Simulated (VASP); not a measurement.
Wanted: the native input for a VASP 6.6.1 run.

| Quantity | Value |
| --- | --- |
| Task | single point |
| Functional | PBE |
| Potentials or basis | VASP PAW PBE potentials, release 64 (Ru_pv) |
| Cutoff | 520 eV |
| k mesh | 49 × 49 × 49 |
| Occupations | fermi-dirac, width 0.0612256 eV |
| Spin | no spin polarisation |
| Dipole correction | no |
| Further INCAR settings | ALGO = Normal; EDIFF = 1e-06; NBANDS = 13 |

The structure of Ru lies in POSCAR:

```
Ru
1.0
    0.0000000000      1.9430366547      1.9430366547
    1.9430366547      0.0000000000      1.9430366547
    1.9430366547      1.9430366547      0.0000000000
Ru
1
Direct
    0.0000000000      0.0000000000      0.0000000000
```

The input as run:

INCAR

```
ALGO     = Normal         # electronic algorithm
EDIFF    = 1E-6           # SCF threshold, eV
ENCUT    = 520            # plane-wave cutoff, eV
GGA      = PE             # functional
ISIF     = 2              # what is computed and relaxed
ISMEAR   = -1             # smearing method
LASPH    = T              # aspherical terms in the spheres
LCHARG   = F              # write CHGCAR
LREAL    = F              # projectors in reciprocal space
LWAVE    = F              # write WAVECAR
NBANDS   = 13             # bands
NELM     = 100            # most SCF steps
PREC     = Accurate       # precision mode
SIGMA    = 0.06122561905347299 # smearing width, eV
```

KPOINTS

```
k-points
0
Gamma
  49 49 49
```

Potentials or basis: VASP PAW PBE potentials, release 64 (Ru_pv).

Command:

```console
$ cat potpaw_PBE.64/Ru_pv/POTCAR > POTCAR
$ mpirun -np 1 vasp_std > vasp.out
```

Results of the run:

```yaml
Pressure: -15.6 GPa
Band_gap_on_the_k_mesh: zero (band 7 reaches 13.37 eV, above the bottom of band 8 at 10.23 eV)
```

It took 2.3 min on 1 thread of Intel(R) Xeon(R) 6975P-C (Granite Rapids), with other jobs on the host, peak memory 0.58 GiB.
